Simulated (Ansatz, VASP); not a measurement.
# Two plane-wave programs on Si2Mo

```
Si Mo
1.0
     4.57474    0.00000    0.00000
    -2.28737    3.96184    0.00000
     0.00000    0.00000    6.56692
Si Mo
6 3
Cartesian
  -1.1608 3.3114 5.4724
  1.1265 0.6504 1.0945
  2.2874 2.6610 3.2835
  3.4482 0.6504 5.4724
  1.1608 3.3114 1.0945
  0.0000 1.3008 3.2835
  2.2874 0.0000 3.2835
  -1.1437 1.9809 1.0945
  1.1437 1.9809 5.4724
```

Alike in both runs: functional PBEsol; k mesh 9 × 9 × 6; occupations gaussian, width 0.1 eV; no spin polarisation.

Ansatz relaxed the structure, and its values are those at the end. VASP's run is a single point on that final structure, the one shown.

|  | VASP | Ansatz |
| --- | --- | --- |
| version | VASP 6.6.1 | Ansatz 0.2.0 |
| potentials or method | VASP PAW PBE potentials, release 64 (Si, Mo_sv), cutoff 520 eV | scalar-relativistic, plane waves, PAW |
| valence electrons in the cell | 66 | 66 |

|  | VASP | Ansatz | Ansatz less VASP |
| --- | --- | --- | --- |
| gap on the k mesh at the Fermi level (eV) | 0.17 | 0.17 | +0.002 |
| least direct gap on the mesh (eV) | 0.59 | 0.59 | +0.001 |
| pressure (GPa) | 0.3 | 0.0 | -0.34 |

VASP's potentials were made for PBE, not for PBEsol, and Ansatz warns of the same on its side. The functional is the same, so the differences come from potentials, cutoffs and numerics.
